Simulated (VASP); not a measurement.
# MgO (P6_3mc) in VASP: further runs, part 2 of 2

VASP 6.6.1.

### Step 6. Single point, PBEsol (c/a of the conventional cell at fixed volume 1.6106)

Input file INCAR:

```
SYSTEM = MgO
PREC = Accurate
ENCUT = 520
EDIFF = 1E-6
ISMEAR = 0
SIGMA = 0.05
LREAL = .FALSE.
LASPH = .TRUE.
NELM = 60
ALGO = Normal
ISIF = 2
LWAVE = .FALSE.
LCHARG = .FALSE.
GGA = PS
NBANDS = 16
```

Input file KPOINTS:

```
Automatic mesh
0
G
  9 9 6
  0 0 0
```

Input file POSCAR:

```
MgO
1.0
    3.2399209199      0.0000000000      0.0000000000
   -1.6199604600      2.8058538229      0.0000000000
    0.0000000000      0.0000000000      5.2182166336
Mg O
2 2
Direct
    0.3333333333      0.6666666667      0.0390610606
    0.6666666667      0.3333333333      0.5390610606
    0.3333333333      0.6666666667      0.4009416620
    0.6666666667      0.3333333333      0.9009416620
```

Potentials or basis: VASP PAW PBE potentials, release 64 (Mg, O).

Command:

```console
$ cat potpaw_PBE.64/Mg/POTCAR potpaw_PBE.64/O/POTCAR > POTCAR
$ mpirun -np 1 vasp_std > vasp.out
```

OUTCAR:

```text
SYSTEM = MgO
   PREC = Accurate
   ENCUT = 520
   EDIFF = 1E-6
   ISMEAR = 0
   LREAL = .FALSE.
   LASPH = .TRUE.
   NELM = 60
   ISIF = 2
   GGA = PS

 ion  position               nearest neighbor table
   1  0.333  0.667  0.039-   3 1.89   4 2.00   4 2.00   4 2.00   2 3.21   2 3.21   2 3.21   2 3.21
                             2 3.21   2 3.21
   2  0.667  0.333  0.539-   4 1.89   3 2.00   3 2.00   3 2.00   1 3.21   1 3.21   1 3.21   1 3.21
                             1 3.21   1 3.21
   3  0.333  0.667  0.401-   1 1.89   2 2.00   2 2.00   2 2.00
   4  0.667  0.333  0.901-   2 1.89   1 2.00   1 2.00   1 2.00

  LATTYP: Found a hexagonal cell.
 ALAT       =     3.2399209199
 C/A-ratio  =     1.6106000000

  Lattice vectors:

 A1 = (   3.2399209199,   0.0000000000,   0.0000000000)
 A2 = (  -1.6199604600,   2.8058538229,   0.0000000000)
 A3 = (   0.0000000000,   0.0000000000,   5.2182166336)

Analysis of symmetry for initial positions (statically):
=====================================================================
 Subroutine PRICEL returns:
 Original cell was already a primitive cell.

[... 179 lines left out ...]
 fundamental gap:      3.5860301977
 Fermi energy:         1.0153287311

 k-point     1 :       0.0000    0.0000    0.0000
  band No.  band energies     occupation
      1     -15.1778      2.00000
      2     -14.4563      2.00000
      3      -2.4532      2.00000
      4       0.4866      2.00000
      5       0.4866      2.00000
      6       0.6031      2.00000
[... 433 lines left out ...]
      3      -1.6238      2.00000
      4      -1.2008      2.00000
      5      -1.2008      2.00000
      6      -0.5443      2.00000
[... 8 lines left out ...]
     15      14.5725      0.00000
     16      18.1395      0.00000

 [... further k-points ...]

------------------------ aborting loop because EDIFF is reached ----------------------------------------

  FORCE on cell =-STRESS in cart. coord.  units (eV):
  Direction    XX          YY          ZZ          XY          YZ          ZX
  --------------------------------------------------------------------------------------
  -------------------------------------------------------------------------------------
  Total       -0.3952579     -0.3952579      2.0047570      0.0000000      0.0000000     -0.0000000
  in kB      -13.3496407    -13.3496407     67.7096804      0.0000000      0.0000000     -0.0000000
  external PRESSURE =      13.6701330 kB  Pullay stress =       0.0000000 kB

 VOLUME and BASIS-vectors are now :
 -----------------------------------------------------------------------------
  energy-cutoff  :      520.00
  volume of cell :       47.44
      direct lattice vectors                 reciprocal lattice vectors
     3.239920920  0.000000000  0.000000000     0.308649509  0.178198877  0.000000000
    -1.619960460  2.805853823  0.000000000     0.000000000  0.356397754  0.000000000
     0.000000000  0.000000000  5.218216634     0.000000000  0.000000000  0.191636352

 POSITION                                       TOTAL-FORCE (eV/Angst)
 -----------------------------------------------------------------------------------
     -0.00000      1.87057      0.20383         0.000000     -0.000000     -1.072295
      1.61996      0.93528      2.81294        -0.000000      0.000000     -1.072295
     -0.00000      1.87057      2.09220        -0.000000      0.000000      1.072295
      1.61996      0.93528      4.70131         0.000000     -0.000000      1.072295
 -----------------------------------------------------------------------------------
    total drift:                               -0.000000      0.000000      0.002473

  FREE ENERGIE OF THE ION-ELECTRON SYSTEM (eV)
  ---------------------------------------------------
  free  energy   TOTEN  =       -24.4309702428 eV

  energy  without entropy=      -24.4309702428  energy(sigma->0) =      -24.43097024
```

stdout:

```text
POSCAR found type information on POSCAR MgO
 POSCAR found :  2 types and       4 ions
 scaLAPACK will be used
 -----------------------------------------------------------------------------
|                                                                             |
|                                                                             |
|     You enforced a specific xc type in the INCAR file but a different       |
|     I HOPE YOU KNOW WHAT YOU ARE DOING!                                     |
|                                                                             |
 -----------------------------------------------------------------------------

 LDA part: xc-table for (Slater+PW92), standard interpolation
 POSCAR, INCAR and KPOINTS ok, starting setup
 FFT: planning ... GRIDC
 FFT: planning ... GRID_SOFT
 FFT: planning ... GRID
 WAVECAR not read
 entering main loop
```

It took 18 s on 1 thread of Intel Xeon Platinum 8488C (Sapphire Rapids), shared host; peak memory 0.17 GiB.

Results:

```yaml
Free_energy: -24.4310 eV
Pressure: 1.4 GPa
Largest_force: 1.072 eV/Å
Band_gap_on_the_k_mesh: 3.59 eV, direct
```

Forces in eV/Å, atoms in the order of the input:
```
Mg   0.000  0.000 -1.072
Mg   0.000  0.000 -1.072
O    0.000  0.000  1.072
O    0.000  0.000  1.072
```

Levels at points of the mesh, in eV from the valence-band top:
| k point | band 4 | band 5 | band 6 | band 7 | band 8 | band 9 | band 10 | band 11 | band 12 | band 13 |
| --- | --- | --- | --- | --- | --- | --- | --- | --- | --- | --- |
| (0.00, 0.00, 0.00) | -0.22 | -0.22 | -0.10 | 0.00 | 0.00 | 3.59 | 8.43 | 9.93 | 14.71 | 14.71 |
| (0.00, 0.00, 0.50) | -1.95 | -0.11 | -0.11 | -0.11 | -0.11 | 5.92 | 5.92 | 12.84 | 12.84 | 15.24 |

Caveat: the PAW data sets were made with another functional, which shifts forces and pressure a little. A k mesh can miss the band edges.

### Step 7. The runs side by side

```tsv
cell	gap on the mesh (eV)	pressure (GPa)	largest force (eV/Å)
a = 3.282, b = 3.282, c = 5.086 Å, angles 90.0, 90.0, 120.0°, 4 atoms	3.62	2.7	1.72
a = 3.326, b = 3.326, c = 4.952 Å, angles 90.0, 90.0, 120.0°, 4 atoms	3.54	4.6	2.57
a = 3.240, b = 3.240, c = 5.218 Å, angles 90.0, 90.0, 120.0°, 4 atoms	3.59	1.4	1.07
```

Some of these runs hold the atoms at other places in the same cell, which the table doesn't show; runs alike in all that it shows share one row.

Alike in all rows: task single point; level PBEsol; potentials or basis VASP PAW PBE potentials, release 64 (Mg, O); no spin polarisation; k mesh 9 × 9 × 6; cutoff (eV) 520; smearing gaussian 0.05 eV.

Caveats: the PAW data sets were made with another functional, which shifts forces and pressure a little.

Total energies depend on the potentials used, so only differences within one code and one set of settings carry meaning.
